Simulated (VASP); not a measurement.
# La2O3 (P-62m) in VASP: notebook

Runs on La2O3. Level: PBEsol+D3(BJ). Tasks: relaxation of cell and atoms.

Program: VASP 6.6.1. These are calculated values, not measurements. Logs are shortened: lines on timing, memory, paths and dates and some standing lists are left out, and cuts for length are marked.

## Step 1: The cell of the first run

It takes space group P-62m (No. 189, hexagonal). The conventional cell has a = 6.267 Å, b = 6.267 Å, c = 3.300 Å, α = 90.00°, β = 90.00°, γ = 120.00°. La (site symmetry -6) has 6 O at 2.45 Å within 3.2 Å. Within 3.2 Å of O (site symmetry m2m) lie 4 La at 2.45 Å and 4 O at 3.13 Å.

## Step 2: Relaxation of cell and atoms, PBEsol+D3(BJ)

INCAR reads:

```
PREC     = Accurate       # precision mode
ENCUT    = 600            # plane-wave cutoff, eV
EDIFF    = 1E-6           # SCF threshold, eV
ISMEAR   = 0              # smearing method
SIGMA    = 0.01           # smearing width, eV
LREAL    = F              # projectors in reciprocal space
LASPH    = T              # aspherical terms in the spheres
NELM     = 60             # most SCF steps
ALGO     = Normal         # electronic algorithm
ISIF     = 3              # what is computed and relaxed
LWAVE    = F              # write WAVECAR
LCHARG   = F              # write CHGCAR
GGA      = PS             # functional
IVDW     = 12             # dispersion correction
IBRION   = 2              # ionic algorithm
NSW      = 80             # ionic steps
EDIFFG   = -0.03          # ionic threshold
```

KPOINTS reads:

```
Automatic mesh
0
Gamma
  3 3 6
```

POSCAR reads:

```
La2O3
1.0
    6.2667802800      0.0000000000      0.0000000000
   -3.1333901400      5.4271909200      0.0000000000
    0.0000000000      0.0000000000      3.2997660000
La O
2 3
Direct
    0.3333333300      0.6666666700      0.5000000000
    0.6666666700      0.3333333300      0.5000000000
    0.4919860000      0.4919860000      0.0000000000
    0.0000000000      0.5080140000      0.0000000000
    0.5080140000      0.0000000000      0.0000000000
```

Potentials or basis: VASP PAW PBE potentials, release 64 (La, O).

Started as:

```console
> cat potpaw_PBE.64/La/POTCAR potpaw_PBE.64/O/POTCAR > POTCAR
> mpirun -np 1 vasp_std > vasp.out
```

OUTCAR:

```text
PREC = Accurate
   ENCUT = 600
   EDIFF = 1E-6
   ISMEAR = 0
   LREAL = F
   LASPH = T
   NELM = 60
   ISIF = 3
   GGA = PS
   IVDW = 12
   IBRION = 2
   NSW = 80
   EDIFFG = -0.03
 IVDW          = 12

 ion  position               nearest neighbor table
   1  0.333  0.667  0.500-   4 2.45   4 2.45   5 2.45   5 2.45   3 2.45   3 2.45   2 3.62   2 3.62
                             2 3.62
   2  0.667  0.333  0.500-   5 2.45   5 2.45   4 2.45   4 2.45   3 2.45   3 2.45   1 3.62   1 3.62
                             1 3.62
   3  0.492  0.492  0.000-   1 2.45   1 2.45   2 2.45   2 2.45
   4  0.000  0.508  0.000-   1 2.45   1 2.45   2 2.45   2 2.45
   5  0.508  0.000  0.000-   2 2.45   2 2.45   1 2.45   1 2.45

  LATTYP: Found a hexagonal cell.
 ALAT       =     6.2667802800
 C/A-ratio  =     0.5265488580

  Lattice vectors:

 A1 = (   6.2667802800,   0.0000000000,   0.0000000000)
 A2 = (  -3.1333901400,   5.4271909200,   0.0000000000)
 A3 = (   0.0000000000,   0.0000000000,   3.2997660000)

Analysis of symmetry for initial positions (statically):
=====================================================================
 Subroutine PRICEL returns:
 Original cell was already a primitive cell.

 Routine SETGRP: Setting up the symmetry group for a
 hexagonal supercell.

 Subroutine GETGRP returns: Found 12 space group operations
 (whereof 12 operations were pure point group operations)
 out of a pool of 24 trial point group operations.

The static configuration has the point symmetry D_3h.

Analysis of symmetry for dynamics (positions and initial velocities):
=====================================================================
 Subroutine PRICEL returns:
 Original cell was already a primitive cell.

 Routine SETGRP: Setting up the symmetry group for a
 hexagonal supercell.

 Subroutine GETGRP returns: Found 12 space group operations
 (whereof 12 operations were pure point group operations)
 out of a pool of 24 trial point group operations.

The dynamic configuration has the point symmetry D_3h.

 Subroutine INISYM returns: Found 12 space group operations
 (whereof 12 operations are pure point group operations),
 and found     1 'primitive' translations

----------------------------------------------------------------------------------------

                                     Primitive cell

  volume of cell :     112.2284

  direct lattice vectors                    reciprocal lattice vectors
     6.266780280  0.000000000  0.000000000     0.159571575  0.092128692  0.000000000
    -3.133390140  5.427190920  0.000000000     0.000000000  0.184257384  0.000000000
     0.000000000  0.000000000  3.299766000     0.000000000  0.000000000  0.303051792

  length of vectors
     6.266780280  6.266780278  3.299766000     0.184257384  0.184257384  0.303051792

  position of ions in fractional coordinates (direct lattice)
     0.333333330  0.666666670  0.500000000
     0.666666670  0.333333330  0.500000000
     0.491986000  0.491986000  0.000000000
     0.000000000  0.508014000  0.000000000
     0.508014000  0.000000000  0.000000000

  ion indices of the primitive-cell ions
   primitive index   ion index
                 1           1
                 2           2
                 3           3
                 4           4
                 5           5

----------------------------------------------------------------------------------------

 KPOINTS: Automatic mesh

Automatic generation of k-mesh.
 Grid dimensions read from file:
 generate k-points for:    3    3    6

 Generating k-lattice:

  Cartesian coordinates                     Fractional coordinates (reciprocal lattice)
     0.053190525  0.030709564  0.000000000     0.333333333  0.000000000  0.000000000
     0.000000000  0.061419128  0.000000000     0.000000000  0.333333333  0.000000000
     0.000000000  0.000000000  0.050508632     0.000000000  0.000000000  0.166666667

  Length of vectors
     0.061419128  0.061419128  0.050508632

  Shift w.r.t. Gamma in fractional coordinates (k-lattice)
     0.000000000  0.000000000  0.000000000

 Subroutine IBZKPT returns following result:
 ===========================================

 Found     12 irreducible k-points:

 Following reciprocal coordinates:
            Coordinates               Weight
  0.000000  0.000000  0.000000      1.000000
  0.333333  0.000000  0.000000      6.000000
  0.333333  0.333333  0.000000      2.000000
  0.000000  0.000000  0.166667      2.000000
  0.333333  0.000000  0.166667     12.000000
  0.333333  0.333333  0.166667      4.000000
  0.000000  0.000000  0.333333      2.000000
  0.333333  0.000000  0.333333     12.000000
  0.333333  0.333333  0.333333      4.000000
  0.000000  0.000000  0.500000      1.000000
  0.333333  0.000000  0.500000      6.000000
  0.333333  0.333333  0.500000      2.000000
   k-points           NKPTS =     12   k-points in BZ     NKDIM =     12   number of bands    NBANDS=     24
   number of dos      NEDOS =    301   number of ions     NIONS =      5
   total plane-waves  NPLWV =  70000
   dimension x,y,z NGX =    50 NGY =   50 NGZ =   28
   dimension x,y,z NGXF=   100 NGYF=  100 NGZF=   56
   ions per type =               2   3
   NGX,Y,Z   is equivalent  to a cutoff of  13.26, 13.26, 14.11 a.u.
   NGXF,Y,Z  is equivalent  to a cutoff of  26.53, 26.53, 28.21 a.u.
 SYSTEM =  unknown system
   PREC   = accura    normal or accurate (medium, high low for compatibility)
   ISTART =      0    job   : 0-new  1-cont  2-samecut
   ICHARG =      2    charge: 1-file 2-atom 10-const
   ISPIN  =      1    spin polarized calculation?
   LNONCOLLINEAR =      F non collinear calculations
   LSORBIT =      F    spin-orbit coupling
   LASPH  =      T    aspherical Exc in radial PAW
   ENCUT  =  600.0 eV  44.10 Ry    6.64 a.u.  12.52 12.52  6.59*2*pi/ulx,y,z
   NELM   =     60;   NELMIN=  2; NELMDL= -5     # of ELM steps
   EDIFF  = 0.1E-05   stopping-criterion for ELM
   LREAL  =      F    real-space projection
   EDIFFG = -.3E-01   stopping-criterion for IOM
   NSW    =     80    number of steps for IOM
   IBRION =      2    ionic relax: 0-MD 1-quasi-New 2-CG
   NFREE  =      1    steps in history (QN), initial steepest desc. (CG)
   ISIF   =      3    stress and relaxation
   ISYM   =      2    0-nonsym 1-usesym 2-fastsym
   POTIM  = 0.5000    time-step for ionic-motion
   TEBEG  =    0.0;   TEEND  =   0.0 temperature during run
   PSTRESS=    0.0 pullay stress
   NELECT =      40.0000    total number of electrons
   NUPDOWN=      -1.0000    fix difference up-down
   EMIN   =  10.00;   EMAX   =-10.00  energy-range for DOS
   EFERMI =   0.00;   METHOD = LEGACY
   ISMEAR =     0;   SIGMA  =   0.01  broadening in eV -4-tet -1-fermi 0-gaus
   EFERMI_NEDOS =   21; number of points for ismear=-14 and -15
   IALGO  =     38    algorithm
   IMIX   =      4    mixing-type and parameters
     AMIX     =   0.40;   BMIX     =  1.00
     AMIX_MAG =   1.60;   BMIX_MAG =  1.00
  volume/ion in A,a.u.               =      22.45       151.47
  Fermi-wavevector in a.u.,A,eV,Ry     =   1.160719  2.193442 18.330716  1.347270
  Thomas-Fermi vector in A             =   2.297299
   LORBIT       =      0    0 simple, 1 ext, 2 COOP (PROOUT), +10 PAW based schemes
   GGA     = PS    functional components
   LHFCALC =     F    Hartree Fock is set to
   AEXX    =    0.0000 exact exchange contribution
   IVDW    =    12    specifies the selected vdW correction
   LEPSILON=     F    determine dielectric tensor
   LRPA    =     F    only Hartree local field effects (RPA)
 conjugate gradient relaxation of ions
 non-spin polarized calculation
 Gauss-broadening in eV      SIGMA  =   0.01
  energy-cutoff  :      600.00
  volume of cell :      112.23
 maximum number of plane-waves:      3781
 NGX is ok and might be reduce to    50
   NGX = 25   NGY = 25   NGZ = 13

--------------------------------------- Ionic step        1  -------------------------------------------

 number of electron      40.0000012 magnetization

 Free energy of the ion-electron system (eV)
  ---------------------------------------------------
  ext. energy  EPLUGINS =         0.00000000
  ---------------------------------------------------
  free energy    TOTEN  =       -42.44716032 eV

  energy without entropy =      -42.44716032  energy(sigma->0) =      -42.44716032

------------------------ aborting loop because EDIFF is reached ----------------------------------------

 Edisp (eV)   -0.99380

 E8    (eV) :    -0.7176

  FORCE on cell =-STRESS in cart. coord.  units (eV):
  Direction    XX          YY          ZZ          XY          YZ          ZX
  --------------------------------------------------------------------------------------
  -------------------------------------------------------------------------------------
  Total      -1.07001    -1.07001    -3.74430     0.00000     0.00000     0.00000
  in kB     -15.27554   -15.27554   -53.45378     0.00000     0.00000     0.00000
  external pressure =      -28.00 kB  Pullay stress =        0.00 kB
[... 106 lines left out ...]
  FREE ENERGIE OF THE ION-ELECTRON SYSTEM (eV)
  ---------------------------------------------------
  free  energy   TOTEN  =       -43.4766941987 eV

  energy  without entropy=      -43.4766941987  energy(sigma->0) =      -43.47669420

[... ionic steps 4 to 10 ...]

--------------------------------------- Ionic step       11  -------------------------------------------

 number of electron      40.0000015 magnetization

------------------------ aborting loop because EDIFF is reached ----------------------------------------

 Edisp (eV)   -1.01625

 E8    (eV) :    -0.7340
[... 75 lines left out ...]
  energy  without entropy=      -43.4804401228  energy(sigma->0) =      -43.48044012

--------------------------------------- Ionic step       13  -------------------------------------------

 number of electron      40.0000018 magnetization

 Free energy of the ion-electron system (eV)
  ---------------------------------------------------
  ext. energy  EPLUGINS =         0.00000000
  ---------------------------------------------------
  free energy    TOTEN  =       -42.46180811 eV

  energy without entropy =      -42.46180811  energy(sigma->0) =      -42.46180811

 E-fermi :   3.6766     XC(G=0):  -8.5622

 val. band max:        3.5781184910   @ k =   0.0000   0.0000   0.5000
 cond. band min:       4.8753162061   @ k =   0.0000   0.0000   0.0000
 fundamental gap:      1.2971977152
 Fermi energy:         3.6765915789

 k-point     1 :       0.0000    0.0000    0.0000
  band No.  band energies     occupation
      1     -26.9765      2.00000
      2     -26.7278      2.00000
      3     -14.1512      2.00000
      4     -14.1512      2.00000
      5     -12.3635      2.00000
      6     -10.5201      2.00000
[... 349 lines left out ...]
  FREE ENERGIE OF THE ION-ELECTRON SYSTEM (eV)
  ---------------------------------------------------
  free  energy   TOTEN  =       -43.4806367268 eV

  energy  without entropy=      -43.4806367268  energy(sigma->0) =      -43.48063673

 reached required accuracy - stopping structural energy minimisation
```

Wall time 6.6 min (1 thread of Intel Xeon Platinum 8488C (Sapphire Rapids), shared host); peak memory 0.3 GiB.

What came out:

```yaml
Free_energy: -43.4806 eV
Relaxed_volume: 21.93 Å³/atom
Relaxed_cell: a = 6.247 Å, b = 6.247 Å, c = 3.244 Å, α = 90.00°, β = 90.00°, γ = 120.00°
Space_group_after_relaxing_to_0.05_Å: P6/mmm (No. 191)
Energy_gained_by_relaxing: 7.9 meV/atom
Ionic_steps: 13
Pressure_after_relaxing: 0.1 GPa
Band_gap_on_the_k_mesh: 1.30 eV, indirect (least direct gap 1.90 eV)
Dispersion_energy_per_atom: -0.204 eV
```

Stress tensor (GPa, compression positive):
```
 0.09  0.00  0.00
 0.00  0.09  0.00
 0.00  0.00 -0.03
```

The path:
```tsv
step	energy change (eV)	largest force (eV/Å)	pressure (GPa)	volume (Å³)
1	0.0000	0.0615	-2.80	112.23
2	0.0232	0.0299	4.33	105.95
3	-0.0357	0.0481	0.09	109.44
4	-0.0357	0.0478	0.15	109.39
5	-0.0364	0.0469	0.03	109.60
6	-0.0365	0.0462	-0.03	109.72
7	-0.0369	0.0434	-0.03	109.73
8	-0.0379	0.0322	-0.08	109.78
9	-0.0391	0.0168	-0.19	109.86
10	-0.0377	0.0206	-0.45	110.02
11	-0.0392	0.0085	-0.24	109.89
12	-0.0395	0.0054	-0.15	109.81
13	-0.0397	0.0011	0.05	109.63
```

Final structure:
```
La O
1.0
     6.24657    0.00000    0.00000
    -3.12329    5.40969    0.00000
     0.00000    0.00000    3.24432
La O
2 3
Cartesian
  0.0000 3.6065 1.6222
  3.1233 1.8032 1.6222
  1.5612 2.7041 0.0000
  4.6845 2.7056 0.0000
  3.1242 0.0000 0.0000
```

Levels at points of the mesh, in eV from the valence-band top:
```csv
k point,band 17,band 18,band 19,band 20,band 21,band 22,band 23,band 24
"(0.00, 0.00, 0.00)",-1.16,-1.16,-0.94,-0.60,1.30,3.40,3.96,3.96
"(0.00, 0.00, 0.50)",-1.42,-1.42,-0.52,0.00,4.36,4.37,4.38,4.38
```

Caveat: the PAW data sets were made with another functional, which shifts forces and pressure a little; spin-orbit coupling is left out, which moves the levels of the heavy elements. A k mesh can miss the band edges.

## Step 3: Relaxation of cell and atoms, PBEsol+D3(BJ), target pressure 2 GPa, at which the enthalpy is minimised

INCAR reads:

```
SYSTEM = La2O3
PREC = Accurate
ENCUT = 600
EDIFF = 1E-6
ISMEAR = 0
SIGMA = 0.01
LREAL = .FALSE.
LASPH = .TRUE.
NELM = 100
ALGO = Normal
ISIF = 3
LWAVE = .FALSE.
LCHARG = .FALSE.
GGA = PS
IVDW = 12
IBRION = 2
NSW = 80
EDIFFG = -0.03
PSTRESS = 20.0
```

KPOINTS reads:

```
Automatic mesh
0
G
  3 3 6
  0 0 0
```

POSCAR is that of step 2.

Potentials or basis: VASP PAW PBE potentials, release 64 (La, O).

Started as:

```console
> cat potpaw_PBE.64/La/POTCAR potpaw_PBE.64/O/POTCAR > POTCAR
> mpirun -np 1 vasp_std > vasp.out
```

Wall time 6.7 min (1 thread of Intel Xeon Platinum 8488C (Sapphire Rapids), shared host); peak memory 0.31 GiB.

It converged, with:

```
Free energy                                            : -43.4664 eV
Relaxed volume                                         : 21.49 Å³/atom
Relaxed cell                                           : a = 6.194 Å, b = 6.194 Å, c = 3.233 Å, α = 90.00°, β = 90.00°, γ = 120.00°
Space group after relaxing (to 0.05 Å)                 : P6/mmm (No. 191)
Energy change on relaxing (the enthalpy is what falls) : -5.1 meV/atom
Ionic steps                                            : 14
Pressure after relaxing                                : 2.1 GPa
Band gap on the k mesh                                 : 1.19 eV, indirect (least direct gap 1.86 eV)
Dispersion energy per atom                             : -0.208 eV
```

Stress tensor (GPa, compression positive):
```
2.01 0.00 0.00
0.00 2.01 0.00
0.00 0.00 2.15
```

Step by step:
```tsv
step	energy change (eV)	largest force (eV/Å)	pressure (GPa)	volume (Å³)
1	0.0000	0.0615	-2.80	112.23
2	0.2130	0.0043	9.86	101.63
3	-0.0255	0.0395	1.81	107.70
4	-0.0244	0.0390	1.92	107.61
5	-0.0227	0.0365	1.99	107.43
6	-0.0217	0.0354	2.05	107.34
7	-0.0224	0.0341	2.00	107.38
8	-0.0246	0.0310	1.86	107.51
9	-0.0283	0.0189	1.61	107.77
10	-0.0283	0.0199	1.61	107.76
11	-0.0282	0.0185	1.65	107.74
12	-0.0279	0.0161	1.71	107.70
13	-0.0273	0.0109	1.84	107.61
14	-0.0255	0.0005	2.06	107.44
```

Final structure:
```
La O
1.0
     6.19449    0.00000    0.00000
    -3.09725    5.36459    0.00000
     0.00000    0.00000    3.23315
La O
2 3
Direct
  0.33333 0.66667 0.50000
  0.66667 0.33333 0.50000
  0.49999 0.49999 0.00000
  0.00000 0.50001 0.00000
  0.50001 0.00000 0.00000
```

Levels at points of the mesh, in eV from the valence-band top:
```tsv
k point	band 17	band 18	band 19	band 20	band 21	band 22	band 23	band 24
(0.00, 0.00, 0.00)	-1.24	-1.24	-1.04	-0.67	1.19	3.34	3.93	3.93
(0.00, 0.00, 0.50)	-1.55	-1.55	-0.62	0.00	4.32	4.32	4.32	4.38
```

Caveat: the cell is relaxed towards a set pressure, so the enthalpy falls and the energy may rise; the PAW data sets were made with another functional, which shifts forces and pressure a little; spin-orbit coupling is left out, which moves the levels of the heavy elements. A k mesh can miss the band edges.
